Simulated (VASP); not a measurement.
**Pr4Hg: single point with PBE**

Crystal: Pr4Hg.

```xyz
5
Lattice="4.1517 -5.7666 0.0000 4.1517 5.7666 0.0000 0.0000 0.0000 3.8952" Properties=species:S:1:pos:R:3 pbc="T T T"
Pr    4.1517   -3.0798    1.9476
Pr    1.7057    0.0000    0.0000
Pr    6.5977    0.0000    0.0000
Pr    4.1517    3.0798    1.9476
Hg    4.1517    0.0000    1.9476
```

The cell was built from a structure type or drawn by symmetry, and may not be a known phase.

```json
{
  "Program": "VASP 6.6.1",
  "Task": "single point",
  "Functional": "PBE",
  "Potentials or basis": "VASP PAW PBE potentials, release 64 (Pr_3, Hg), 4f in core",
  "Cutoff": "500 eV",
  "k mesh": "3 × 3 × 4",
  "Occupations": "gaussian, width 0.2 eV",
  "Spin": "no spin polarisation",
  "Dipole correction": "no",
  "Mended": "yes",
  "Further INCAR settings": "ALGO = Normal; EDIFF = 1e-06; NBANDS = 36"
}
```

- Pressure: 0.2 GPa
- Largest force: 0.024 eV/Å
- Band gap on the k mesh: zero (bands 28 and 29 overlap by 0.26 eV)

Forces on the atoms (eV/Å):
```
Pr   0.000 -0.015  0.000
Pr  -0.024  0.000  0.000
Pr   0.024  0.000  0.000
Pr   0.000  0.015  0.000
Hg   0.000  0.000  0.000
```

Stress tensor (GPa, compression positive):
```
0.18 0.00 0.00
0.00 0.34 0.00
0.00 0.00 0.06
```

Levels at points of the mesh, in eV from the Fermi level:
```csv
k point,band 24,band 25,band 26,band 27,band 28,band 29,band 30,band 31,band 32,band 33
"(0.00, 0.00, 0.00)",-2.00,-1.97,-0.80,-0.19,0.21,0.76,0.78,0.99,1.45,1.49
"(0.00, 0.00, 0.50)",-0.70,-0.51,-0.36,-0.18,-0.14,-0.03,0.08,0.34,0.58,0.72
```

It took 46 s on 1 thread of Intel(R) Xeon(R) 6975P-C (Granite Rapids) (shared host), peak memory 0.3 GiB.

Caveat: the k points lie up to 0.40 Å⁻¹ apart; spin-orbit coupling is left out, which moves the levels of the heavy elements; the 4f electrons are frozen in the core, so they carry no moment and show no levels. Spin polarisation is off, so any magnetic state and its effect on volume and gap are missing.
